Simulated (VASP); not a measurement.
# AlNi (P1) in VASP: single point with PBE

Aim: the single point of AlNi with PBE.

Everything below comes from runs of VASP 6.6.1. Logs are shortened: lines on timing, memory, paths and dates and some standing lists are left out, and cuts for length are marked.

### Step 1. The cell of the first run

The typed cell holds 4 atoms: a = 2.893 Å, b = 2.893 Å, c = 5.786 Å, α = 90.00°, β = 90.00°, γ = 90.00°.

### Step 2. Single point, PBE

The input, INCAR:

```
SYSTEM = AlNi
  ALGO = Fast
  EDIFF = 1E-7
  ENCUT = 520
  GGA = PE
  ISIF = 2
  ISMEAR = 0
  LASPH = .True.
  LCHARG = .False.
  LREAL = .False.
  LWAVE = .False.
  NBANDS = 21
  NELM = 80
  PREC = Accurate
  SIGMA = 0.15
```

The input, KPOINTS:

```
k-points
0
Gamma
  12 12 6
  0 0 0
```

The input, POSCAR:

```
AlNi
1.0
    2.8930835342      0.0000000000      0.0000000000
    0.0000000000      2.8930835342      0.0000000000
    0.0000000000      0.0000000000      5.7861670685
Al Ni
2 2
Direct
   -0.0133865938      0.0368002529      0.4973818082
    0.0133865938     -0.0368002529      0.0026181918
    0.4755449430      0.5416112494      0.2623411028
    0.5244550570      0.4583887506      0.7376588972
```

Potentials or basis: VASP PAW PBE potentials, release 64 (Al, Ni).

Started as:

```sh
$ cat potpaw_PBE.64/Al/POTCAR potpaw_PBE.64/Ni/POTCAR > POTCAR
$ mpirun -np 1 vasp_std > vasp.out
```

OUTCAR:

```text
SYSTEM = AlNi
   EDIFF = 1E-7
   ENCUT = 520
   GGA = PE
   ISIF = 2
   ISMEAR = 0
   LASPH = .True.
   LREAL = .False.
   NELM = 80
   PREC = Accurate

 ion  position               nearest neighbor table
   1  0.987  0.037  0.497-   4 2.28   4 2.42   3 2.43   3 2.45   3 2.47   3 2.48   4 2.55   4 2.67
                             2 2.87   2 2.93
   2  0.013  0.963  0.003-   3 2.35   3 2.48   4 2.53   4 2.55   4 2.57   4 2.58   3 2.62   3 2.73
                             1 2.87   1 2.93
   3  0.476  0.542  0.262-   2 2.35   1 2.43   1 2.45   1 2.47   2 2.48   1 2.48   2 2.62   2 2.73
                             4 2.76   4 3.05
   4  0.524  0.458  0.738-   1 2.28   1 2.42   2 2.53   2 2.55   1 2.55   2 2.57   2 2.58   1 2.67
                             3 2.76   3 3.05

  LATTYP: Found a simple tetragonal cell.
 ALAT       =     2.8930835342
 C/A-ratio  =     2.0000000000

  Lattice vectors:

 A1 = (   2.8930835342,   0.0000000000,   0.0000000000)
 A2 = (   0.0000000000,   2.8930835342,   0.0000000000)
 A3 = (   0.0000000000,   0.0000000000,   5.7861670685)

Analysis of symmetry for initial positions (statically):
=====================================================================
 Subroutine PRICEL returns:
 Original cell was already a primitive cell.

 Routine SETGRP: Setting up the symmetry group for a
 simple tetragonal supercell.

 Subroutine GETGRP returns: Found  1 space group operations
 (whereof  1 operations were pure point group operations)
 out of a pool of 16 trial point group operations.

The static configuration has the point symmetry C_1 .

Analysis of symmetry for dynamics (positions and initial velocities):
=====================================================================
 Subroutine PRICEL returns:
 Original cell was already a primitive cell.

 Routine SETGRP: Setting up the symmetry group for a
 simple tetragonal supercell.

 Subroutine GETGRP returns: Found  1 space group operations
 (whereof  1 operations were pure point group operations)
 out of a pool of 16 trial point group operations.

The dynamic configuration has the point symmetry C_1 .

 Subroutine INISYM returns: Found  1 space group operations
 (whereof  1 operations are pure point group operations),
 and found     1 'primitive' translations

----------------------------------------------------------------------------------------

                                     Primitive cell

  volume of cell :      48.4298

  direct lattice vectors                    reciprocal lattice vectors
     2.893083534  0.000000000  0.000000000     0.345651962  0.000000000  0.000000000
     0.000000000  2.893083534  0.000000000     0.000000000  0.345651962  0.000000000
     0.000000000  0.000000000  5.786167069     0.000000000  0.000000000  0.172825981

  length of vectors
     2.893083534  2.893083534  5.786167069     0.345651962  0.345651962  0.172825981

  position of ions in fractional coordinates (direct lattice)
     0.986613406  0.036800253  0.497381808
     0.013386594  0.963199747  0.002618192
     0.475544943  0.541611249  0.262341103
     0.524455057  0.458388751  0.737658897

  ion indices of the primitive-cell ions
   primitive index   ion index
                 1           1
                 2           2
                 3           3
                 4           4

----------------------------------------------------------------------------------------

 KPOINTS: k-points

Automatic generation of k-mesh.
 Grid dimensions read from file:
 generate k-points for:   12   12    6

 Generating k-lattice:

  Cartesian coordinates                     Fractional coordinates (reciprocal lattice)
     0.028804330  0.000000000  0.000000000     0.083333333  0.000000000  0.000000000
     0.000000000  0.028804330  0.000000000     0.000000000  0.083333333  0.000000000
     0.000000000  0.000000000  0.028804330     0.000000000  0.000000000  0.166666667

  Length of vectors
     0.028804330  0.028804330  0.028804330

  Shift w.r.t. Gamma in fractional coordinates (k-lattice)
     0.000000000  0.000000000  0.000000000

 Subroutine IBZKPT returns following result:
 ===========================================

 Found    436 irreducible k-points:

 Following reciprocal coordinates:
            Coordinates               Weight
  0.000000  0.000000  0.000000      1.000000
  0.083333  0.000000  0.000000      2.000000
  0.000000  0.083333  0.000000      2.000000
  0.166667  0.000000  0.000000      2.000000
  0.000000  0.166667  0.000000      2.000000
  0.250000  0.000000  0.000000      2.000000
[... 16 lines left out ...]
  0.083333  0.250000  0.000000      2.000000
  0.333333  0.083333  0.000000      2.000000
 [... further k-points ...]
   k-points           NKPTS =    436   k-points in BZ     NKDIM =    436   number of bands    NBANDS=     21
   number of dos      NEDOS =    301   number of ions     NIONS =      4
   total plane-waves  NPLWV =  27648
   dimension x,y,z NGX =    24 NGY =   24 NGZ =   48
   dimension x,y,z NGXF=    48 NGYF=   48 NGZF=   96
   ions per type =               2   2
   NGX,Y,Z   is equivalent  to a cutoff of  13.79, 13.79, 13.79 a.u.
   NGXF,Y,Z  is equivalent  to a cutoff of  27.58, 27.58, 27.58 a.u.
 SYSTEM =  AlNi
   PREC   = accura    normal or accurate (medium, high low for compatibility)
   ISTART =      0    job   : 0-new  1-cont  2-samecut
   ICHARG =      2    charge: 1-file 2-atom 10-const
   ISPIN  =      1    spin polarized calculation?
   LNONCOLLINEAR =      F non collinear calculations
   LSORBIT =      F    spin-orbit coupling
   LASPH  =      T    aspherical Exc in radial PAW
   ENCUT  =  520.0 eV  38.22 Ry    6.18 a.u.   5.38  5.38 10.76*2*pi/ulx,y,z
   NELM   =     80;   NELMIN=  2; NELMDL= -5     # of ELM steps
   EDIFF  = 0.1E-06   stopping-criterion for ELM
   LREAL  =      F    real-space projection
   EDIFFG = 0.1E-05   stopping-criterion for IOM
   NSW    =      0    number of steps for IOM
   IBRION =     -1    ionic relax: 0-MD 1-quasi-New 2-CG
   NFREE  =      0    steps in history (QN), initial steepest desc. (CG)
   ISIF   =      2    stress and relaxation
   ISYM   =      2    0-nonsym 1-usesym 2-fastsym
   POTIM  = 0.5000    time-step for ionic-motion
   TEBEG  =    0.0;   TEEND  =   0.0 temperature during run
   PSTRESS=    0.0 pullay stress
   NELECT =      26.0000    total number of electrons
   NUPDOWN=      -1.0000    fix difference up-down
   EMIN   =  10.00;   EMAX   =-10.00  energy-range for DOS
   EFERMI =   0.00;   METHOD = LEGACY
   ISMEAR =     0;   SIGMA  =   0.15  broadening in eV -4-tet -1-fermi 0-gaus
   EFERMI_NEDOS =   21; number of points for ismear=-14 and -15
   IALGO  =     68    algorithm
   IMIX   =      4    mixing-type and parameters
     AMIX     =   0.40;   BMIX     =  1.00
     AMIX_MAG =   1.60;   BMIX_MAG =  1.00
  volume/ion in A,a.u.               =      12.11        81.71
  Fermi-wavevector in a.u.,A,eV,Ry     =   1.330541  2.514358 24.086934  1.770340
  Thomas-Fermi vector in A             =   2.459620
   LORBIT       =      0    0 simple, 1 ext, 2 COOP (PROOUT), +10 PAW based schemes
   GGA     = PE    functional components
   LHFCALC =     F    Hartree Fock is set to
   AEXX    =    0.0000 exact exchange contribution
   IVDW    =     0    specifies the selected vdW correction
   LEPSILON=     F    determine dielectric tensor
   LRPA    =     F    only Hartree local field effects (RPA)
 non-spin polarized calculation
 RMM-DIIS sequential band-by-band and
 Gauss-broadening in eV      SIGMA  =   0.15
  energy-cutoff  :      520.00
  volume of cell :       48.43
 maximum number of plane-waves:      1328
 NGX is ok and might be reduce to    24
   NGX = 11   NGY = 11   NGZ = 21

 number of electron      26.0000016 magnetization

 Free energy of the ion-electron system (eV)
  ---------------------------------------------------
  ext. energy  EPLUGINS =         0.00000000
  ---------------------------------------------------
  free energy    TOTEN  =       -20.83088418 eV

  energy without entropy =      -20.81116373  energy(sigma->0) =      -20.82102395

 E-fermi :   9.8661     XC(G=0): -11.9779

 val. band max:        9.8641655181   @ k =  -0.3333  -0.0833   0.3333
 cond. band min:       9.8666755196   @ k =  -0.4167   0.3333   0.0000
 fundamental gap:      0.0025100015
 Fermi energy:         9.8660546467

 k-point     1 :       0.0000    0.0000    0.0000
  band No.  band energies     occupation
      1      -1.1856      2.00000
      2       2.9860      2.00000
      3       3.1665      2.00000
      4       6.6456      2.00000
      5       6.6872      2.00000
      6       7.1026      2.00000
[... 13 lines left out ...]
     20      19.8660      0.00000
     21      20.1643      0.00000

 k-point     2 :       0.0833    0.0000    0.0000
  band No.  band energies     occupation
      1      -1.0588      2.00000
      2       3.0657      2.00000
      3       3.2918      2.00000
      4       6.6345      2.00000
      5       6.7149      2.00000
      6       7.1298      2.00000
[... 13 lines left out ...]
     20      19.0885      0.00000
     21      20.3401      0.00000

 k-point     3 :       0.0000    0.0833    0.0000
  band No.  band energies     occupation
      1      -1.0590      2.00000
      2       3.0662      2.00000
      3       3.2912      2.00000
      4       6.6553      2.00000
      5       6.6921      2.00000
      6       7.1313      2.00000
[... 13 lines left out ...]
     20      19.3375      0.00000
     21      20.1604      0.00000
[... 457 lines left out ...]
 k-point    23 :       0.0833    0.2500    0.0000
  band No.  band energies     occupation
      1       0.0601      2.00000
      2       3.7293      2.00000
      3       4.3630      2.00000
      4       6.3147      2.00000
      5       6.8561      2.00000
      6       7.2052      2.00000
[... 13 lines left out ...]
     20      19.3257      0.00000
     21      20.1033      0.00000

 k-point    24 :       0.3333    0.0833    0.0000
  band No.  band energies     occupation
      1       0.9070      2.00000
      2       4.1370      2.00000
      3       5.1315      2.00000
      4       5.5764      2.00000
      5       6.9409      2.00000
      6       7.0871      2.00000
[... 13 lines left out ...]
     20      19.8148      0.00000
     21      21.0102      0.00000

 [... further k-points ...]

------------------------ aborting loop because EDIFF is reached ----------------------------------------

  FORCE on cell =-STRESS in cart. coord.  units (eV):
  Direction    XX          YY          ZZ          XY          YZ          ZX
  --------------------------------------------------------------------------------------
  -------------------------------------------------------------------------------------
  Total        0.7933078      0.5300225      1.1264182     -0.4960064      0.3360267     -0.2315579
  in kB       26.2445649     17.5344434     37.2646737    -16.4091081     11.1165851     -7.6605038
  external PRESSURE =      27.0145607 kB  Pullay stress =       0.0000000 kB

 VOLUME and BASIS-vectors are now :
 -----------------------------------------------------------------------------
  energy-cutoff  :      520.00
  volume of cell :       48.43
      direct lattice vectors                 reciprocal lattice vectors
     2.893083534  0.000000000  0.000000000     0.345651962  0.000000000  0.000000000
     0.000000000  2.893083534  0.000000000     0.000000000  0.345651962  0.000000000
     0.000000000  0.000000000  5.786167069     0.000000000  0.000000000  0.172825981

 POSITION                                       TOTAL-FORCE (eV/Angst)
 -----------------------------------------------------------------------------------
      2.85436      0.10647      2.87793         0.354405     -0.837149     -0.129478
      0.03873      2.78662      0.01515        -0.274384      0.623944     -0.428366
      1.37579      1.56693      1.51795         0.430229     -0.622845     -0.367092
      1.51729      1.32616      4.26822        -0.510250      0.836050      0.924936
 -----------------------------------------------------------------------------------
    total drift:                               -0.000000     -0.000003     -0.000064

  FREE ENERGIE OF THE ION-ELECTRON SYSTEM (eV)
  ---------------------------------------------------
  free  energy   TOTEN  =       -20.8308841784 eV

  energy  without entropy=      -20.8111637309  energy(sigma->0) =      -20.82102395
```

Run time: 6.5 min. Hardware: 1 thread of Intel Xeon 8259CL, shared host; peak memory 0.45 GiB.

What came out:

```
Free energy            : -20.8309 eV
Pressure               : 2.7 GPa
Largest force          : 1.347 eV/Å
Band gap on the k mesh : zero (bands 13 and 14 overlap by 2.72 eV)
```

Forces in eV/Å, atoms in the order of the input:
```
Al   0.354 -0.837 -0.129
Al  -0.274  0.624 -0.428
Ni   0.430 -0.623 -0.367
Ni  -0.510  0.836  0.925
```

Caveat: forces of over 1 eV/Å act on the atoms, so gaps and moduli don't describe the material at rest.
